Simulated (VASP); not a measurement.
# Tc3N (P-6m2) in VASP: single point with LDA

Aim: the single point of Tc3N with LDA.

All numbers are computed with VASP 6.6.1; they aren't measurements. Logs are shortened: lines on timing, memory, paths and dates and some standing lists are left out, and cuts for length are marked.

**1. The cell of the first run**

It takes space group P-6m2 (No. 187, hexagonal). Conventional cell: a = 2.798 Å, b = 2.798 Å, c = 7.039 Å, α = 90.00°, β = 90.00°, γ = 120.00°. Within 3.5 Å of Tc (site symmetry -6m2) lie 12 Tc at 2.68 to 2.80 Å. Tc (site symmetry 3m) has 3 N at 2.13 Å and 10 Tc at 2.68 to 2.80 Å within 2.8 Å. N (site symmetry -6m2) has 6 Tc at 2.13 Å and 6 N at 2.80 Å within 2.8 Å.

**2. Single point, LDA**

File INCAR:

```
PREC     = Accurate       # precision mode
ENCUT    = 520            # plane-wave cutoff, eV
EDIFF    = 1E-6           # SCF threshold, eV
ISMEAR   = 0              # smearing method
SIGMA    = 0.1            # smearing width, eV
LREAL    = False          # projectors in reciprocal space
LASPH    = True           # aspherical terms in the spheres
NELM     = 80             # most SCF steps
ALGO     = Normal         # electronic algorithm
ISIF     = 2              # what is computed and relaxed
LWAVE    = False          # write WAVECAR
LCHARG   = False          # write CHGCAR
GGA      = CA             # functional
NBANDS   = 30             # bands
```

File KPOINTS:

```
regular mesh
0
Gamma
  9 9 4
```

File POSCAR:

```
Tc3N
1.0
    2.7977934500      0.0000000000      0.0000000000
   -1.3988967300      2.4229602000      0.0000000000
    0.0000000000      0.0000000000      7.0393402400
Tc N
3 1
Direct
    0.3333333333      0.6666666667      0.5000000000
    0.0000000000      0.0000000000      0.8033263400
    0.0000000000      0.0000000000      0.1966736600
    0.3333333333      0.6666666667      0.0000000000
```

Potentials or basis: VASP PAW LDA potentials, release 64 (Tc_pv, N).

Command:

```console
> cat potpaw_LDA.64/Tc_pv/POTCAR potpaw_LDA.64/N/POTCAR > POTCAR
> mpirun -np 1 vasp_std > vasp.out
```

OUTCAR:

```text
PREC = Accurate
   ENCUT = 520
   EDIFF = 1E-6
   ISMEAR = 0
   LREAL = False
   LASPH = True
   NELM = 80
   ISIF = 2
   GGA = CA

 ion  position               nearest neighbor table
   1  0.333  0.667  0.500-   2 2.68   3 2.68   2 2.68   3 2.68   2 2.68   3 2.68
   2  0.000  0.000  0.803-   4 2.13   4 2.13   4 2.13   1 2.68   1 2.68   1 2.68   3 2.77
   3  0.000  0.000  0.197-   4 2.13   4 2.13   4 2.13   1 2.68   1 2.68   1 2.68   2 2.77
   4  0.333  0.667  0.000-   2 2.13   3 2.13   2 2.13   3 2.13   2 2.13   3 2.13

  LATTYP: Found a hexagonal cell.
 ALAT       =     2.7977934500
 C/A-ratio  =     2.5160328544

  Lattice vectors:

 A1 = (   2.7977934500,   0.0000000000,   0.0000000000)
 A2 = (  -1.3988967300,   2.4229602000,   0.0000000000)
 A3 = (   0.0000000000,   0.0000000000,   7.0393402400)

Analysis of symmetry for initial positions (statically):
=====================================================================
 Subroutine PRICEL returns:
 Original cell was already a primitive cell.

 Routine SETGRP: Setting up the symmetry group for a
 hexagonal supercell.

 Subroutine GETGRP returns: Found 12 space group operations
 (whereof 12 operations were pure point group operations)
 out of a pool of 24 trial point group operations.

The static configuration has the point symmetry D_3h.

Analysis of symmetry for dynamics (positions and initial velocities):
=====================================================================
 Subroutine PRICEL returns:
 Original cell was already a primitive cell.

 Routine SETGRP: Setting up the symmetry group for a
 hexagonal supercell.

 Subroutine GETGRP returns: Found 12 space group operations
 (whereof 12 operations were pure point group operations)
 out of a pool of 24 trial point group operations.

The dynamic configuration has the point symmetry D_3h.

 Subroutine INISYM returns: Found 12 space group operations
 (whereof 12 operations are pure point group operations),
 and found     1 'primitive' translations

----------------------------------------------------------------------------------------

                                     Primitive cell

  volume of cell :      47.7193

  direct lattice vectors                    reciprocal lattice vectors
     2.797793450  0.000000000  0.000000000     0.357424527  0.206359148  0.000000000
[... 82 lines left out ...]
   ISTART =      0    job   : 0-new  1-cont  2-samecut
   ICHARG =      2    charge: 1-file 2-atom 10-const
   ISPIN  =      1    spin polarized calculation?
   LNONCOLLINEAR =      F non collinear calculations
   LSORBIT =      F    spin-orbit coupling
   LASPH  =      T    aspherical Exc in radial PAW
   ENCUT  =  520.0 eV  38.22 Ry    6.18 a.u.   5.20  5.20 13.09*2*pi/ulx,y,z
   NELM   =     80;   NELMIN=  2; NELMDL= -5     # of ELM steps
   EDIFF  = 0.1E-05   stopping-criterion for ELM
   LREAL  =      F    real-space projection
   EDIFFG = 0.1E-04   stopping-criterion for IOM
   NSW    =      0    number of steps for IOM
   IBRION =     -1    ionic relax: 0-MD 1-quasi-New 2-CG
   NFREE  =      0    steps in history (QN), initial steepest desc. (CG)
   ISIF   =      2    stress and relaxation
   ISYM   =      2    0-nonsym 1-usesym 2-fastsym
   POTIM  = 0.5000    time-step for ionic-motion
   TEBEG  =    0.0;   TEEND  =   0.0 temperature during run
   PSTRESS=    0.0 pullay stress
   NELECT =      44.0000    total number of electrons
   NUPDOWN=      -1.0000    fix difference up-down
   EMIN   =  10.00;   EMAX   =-10.00  energy-range for DOS
   EFERMI =   0.00;   METHOD = LEGACY
   ISMEAR =     0;   SIGMA  =   0.10  broadening in eV -4-tet -1-fermi 0-gaus
   EFERMI_NEDOS =   21; number of points for ismear=-14 and -15
   IALGO  =     38    algorithm
   IMIX   =      4    mixing-type and parameters
     AMIX     =   0.40;   BMIX     =  1.00
     AMIX_MAG =   1.60;   BMIX_MAG =  1.00
  volume/ion in A,a.u.               =      11.93        80.51
  Fermi-wavevector in a.u.,A,eV,Ry     =   1.593411  3.011110 34.544621  2.538958
  Thomas-Fermi vector in A             =   2.691645
   LORBIT       =      0    0 simple, 1 ext, 2 COOP (PROOUT), +10 PAW based schemes
   GGA     = CA    functional components
   LHFCALC =     F    Hartree Fock is set to
   AEXX    =    0.0000 exact exchange contribution
   IVDW    =     0    specifies the selected vdW correction
   LEPSILON=     F    determine dielectric tensor
   LRPA    =     F    only Hartree local field effects (RPA)
 non-spin polarized calculation
 Gauss-broadening in eV      SIGMA  =   0.10
  energy-cutoff  :      520.00
  volume of cell :       47.72
 maximum number of plane-waves:      1299
 NGX is ok and might be reduce to    24
   NGX = 11   NGY = 11   NGZ = 27

 number of electron      43.9999995 magnetization

 Free energy of the ion-electron system (eV)
  ---------------------------------------------------
  ext. energy  EPLUGINS =         0.00000000
  ---------------------------------------------------
  free energy    TOTEN  =       -45.32257825 eV

  energy without entropy =      -45.31580511  energy(sigma->0) =      -45.31919168

 E-fermi :  12.8430     XC(G=0): -14.1333

 val. band max:       12.8271540689   @ k =   0.1111   0.1111   0.0000
 cond. band min:      12.8648757147   @ k =   0.2222  -0.0000   0.0000
 fundamental gap:      0.0377216458
 Fermi energy:        12.8429752875

 k-point     1 :       0.0000    0.0000    0.0000
  band No.  band energies     occupation
      1     -26.8174      2.00000
      2     -26.7523      2.00000
      3     -26.1248      2.00000
      4     -26.1248      2.00000
      5     -26.0819      2.00000
      6     -26.0819      2.00000
[... 781 lines left out ...]
     29      20.4977      0.00000
     30      21.8177      0.00000

 [... further k-points ...]
[... 5 lines left out ...]
  --------------------------------------------------------------------------------------
  -------------------------------------------------------------------------------------
  Total       -3.4661634     -3.4661634     -3.6485566      0.0000000      0.0000000      0.0000000
  in kB     -116.3766173   -116.3766170   -122.5004767      0.0000002      0.0000000      0.0000000
  external PRESSURE =    -118.4179037 kB  Pullay stress =       0.0000000 kB

 VOLUME and BASIS-vectors are now :
 -----------------------------------------------------------------------------
  energy-cutoff  :      520.00
  volume of cell :       47.72
      direct lattice vectors                 reciprocal lattice vectors
     2.797793450  0.000000000  0.000000000     0.357424527  0.206359148  0.000000000
    -1.398896730  2.422960200  0.000000000     0.000000000  0.412718294  0.000000000
     0.000000000  0.000000000  7.039340240     0.000000000  0.000000000  0.142058768

 POSITION                                       TOTAL-FORCE (eV/Angst)
 -----------------------------------------------------------------------------------
     -0.00000      1.61531      3.51967         0.000000      0.000000      0.000000
      0.00000      0.00000      5.65489        -0.000000      0.000000      0.330430
      0.00000      0.00000      1.38445        -0.000000      0.000000     -0.330430
     -0.00000      1.61531      0.00000        -0.000000      0.000000      0.000000
 -----------------------------------------------------------------------------------
    total drift:                                0.000000     -0.000000     -0.000000

  FREE ENERGIE OF THE ION-ELECTRON SYSTEM (eV)
  ---------------------------------------------------
  free  energy   TOTEN  =       -45.3225782468 eV

  energy  without entropy=      -45.3158051057  energy(sigma->0) =      -45.31919168
```

OSZICAR:

```text
N       E                     dE             d eps       ncg     rms          rms(c)
DAV:   1     0.570663217482E+03    0.57066E+03   -0.26659E+04  2160   0.155E+03
DAV:   2    -0.273594831619E+02   -0.59802E+03   -0.57826E+03  2412   0.471E+02
DAV:   3    -0.493852036768E+02   -0.22026E+02   -0.21660E+02  2382   0.104E+02
DAV:   4    -0.496473254981E+02   -0.26212E+00   -0.26166E+00  2408   0.117E+01
DAV:   5    -0.496499072011E+02   -0.25817E-02   -0.25816E-02  2376   0.111E+00    0.296E+01
DAV:   6    -0.466283169388E+02    0.30216E+01   -0.17468E+01  2274   0.385E+01    0.109E+01
DAV:   7    -0.475471999184E+02   -0.91888E+00   -0.17309E+01  2296   0.277E+01    0.129E+01
DAV:   8    -0.454376084156E+02    0.21096E+01   -0.97282E+00  2408   0.174E+01    0.479E+00
DAV:   9    -0.453282434703E+02    0.10936E+00   -0.32048E-01  2410   0.456E+00    0.139E+00
DAV:  10    -0.453237070484E+02    0.45364E-02   -0.39314E-02  2238   0.124E+00    0.375E-01
DAV:  11    -0.453226434900E+02    0.10636E-02   -0.48246E-03  2318   0.597E-01    0.740E-02
DAV:  12    -0.453225819583E+02    0.61532E-04   -0.36638E-04  2490   0.170E-01    0.160E-02
DAV:  13    -0.453225787132E+02    0.32451E-05   -0.16468E-05  2262   0.372E-02    0.707E-03
DAV:  14    -0.453225782468E+02    0.46642E-06   -0.33188E-06  2038   0.128E-02
   1 F= -.45322578E+02 E0= -.45319192E+02  d E =-.677314E-02
```

Wall time 92 s (1 thread of AMD EPYC 7R13, shared host); peak memory 0.15 GiB.

Results:

* Free energy: -45.3226 eV
* Pressure: -11.8 GPa
* Largest force: 0.330 eV/Å
* Band gap on the k mesh: zero (band 22 reaches 14.32 eV, above the bottom of band 23 at 11.56 eV)

Forces in eV/Å, atoms in the order of the input:
```
Tc   0.000  0.000  0.000
Tc   0.000  0.000  0.330
Tc   0.000  0.000 -0.330
N    0.000  0.000  0.000
```

Stress tensor (GPa, compression positive):
```
-11.64   0.00   0.00
  0.00 -11.64   0.00
  0.00   0.00 -12.25
```

Levels at points of the mesh, in eV from the Fermi level:
```
           k point  band 20  band 21  band 22  band 23  band 24  band 25
(0.00, 0.00, 0.00)    -1.82    -0.85    -0.85    -0.78    -0.29    -0.24
(0.00, 0.00, 0.50)    -1.86    -1.58    -1.58    -1.26    -0.36     1.12
```
